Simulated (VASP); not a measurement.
Set up this calculation in VASP 6.6.1, as the native input.

* Task: single point
* Functional: PBE0
* Potentials or basis: VASP PAW PBE potentials, release 64 (C)
* Cutoff: 520 eV
* k mesh: 8 × 8 × 4
* Occupations: fermi-dirac, width 0.05 eV
* Spin: no spin polarisation
* Dipole correction: no
* Grid for exact exchange (PRECFOCK): Normal
* Further INCAR settings: ALGO = Normal; EDIFF = 1e-06; NBANDS = 11
* Share of exact exchange: 0.25

The system is C.

```
CELL_PARAMETERS angstrom
2.09857 -1.21168 0.00000
2.09857 1.21168 0.00000
-1.36043 0.00000 3.45549
ATOMIC_POSITIONS crystal
C 0.16664 0.16664 0.99991
C 0.83336 0.83336 0.00009
```

One way to write it, as run:

POSCAR

```
C
1.0
    2.0985692110     -1.2116819937      0.0000000000
    2.0985692110      1.2116819937      0.0000000000
   -1.3604312700      0.0000000000      3.4554887337
C
2
Direct
    0.1666444700      0.1666444700      0.9999069600
    0.8333555300      0.8333555300      0.0000930400
```

INCAR.step1

```
SYSTEM = C
ALGO = Normal ; EDIFF = 1E-5
ENCUT = 520 ; GGA = PE
ISIF = 2 ; ISMEAR = -1
LASPH = .True. ; LCHARG = .False.
LREAL = .False. ; LWAVE = .True.
NBANDS = 11 ; NELM = 60
PREC = Accurate ; SIGMA = 0.05
```

INCAR.step2

```
SYSTEM = C
AEXX = 0.25 ; ALGO = Normal
EDIFF = 1E-6 ; ENCUT = 520
GGA = PE ; ISIF = 2
ISMEAR = -1 ; ISTART = 1
LASPH = .True. ; LCHARG = .False.
LHFCALC = .True. ; LREAL = .False.
LWAVE = .False. ; NBANDS = 11
NELM = 60 ; PREC = Accurate
PRECFOCK = Normal ; SIGMA = 0.05
```

KPOINTS

```
k-points
0
Gamma
  8 8 4
  0 0 0
```

Potentials or basis: VASP PAW PBE potentials, release 64 (C).

The run is started by

```bash
$ cat potpaw_PBE.64/C/POTCAR > POTCAR
$ cp INCAR.step1 INCAR
$ mpirun -np 1 vasp_std > vasp.out
$ cp INCAR.step2 INCAR
$ mpirun -np 1 vasp_std > vasp.out
```

Results of the run:

```json
{"Pressure": "10.6 GPa", "Largest force": "0.008 eV/Å"}
```

Caveat: the k points lie up to 0.45 Å⁻¹ apart; this functional lacks dispersion, which binds the layers, so the pressure and a relaxed spacing across them are unreliable; the PAW data sets were made with another functional, which shifts forces and pressure a little.

Wall time 17 min on 1 thread of Intel(R) Xeon(R) Platinum 8259CL CPU @ 2.50GHz (Skylake/Cascade Lake) (shared host), peak memory 0.14 GiB.
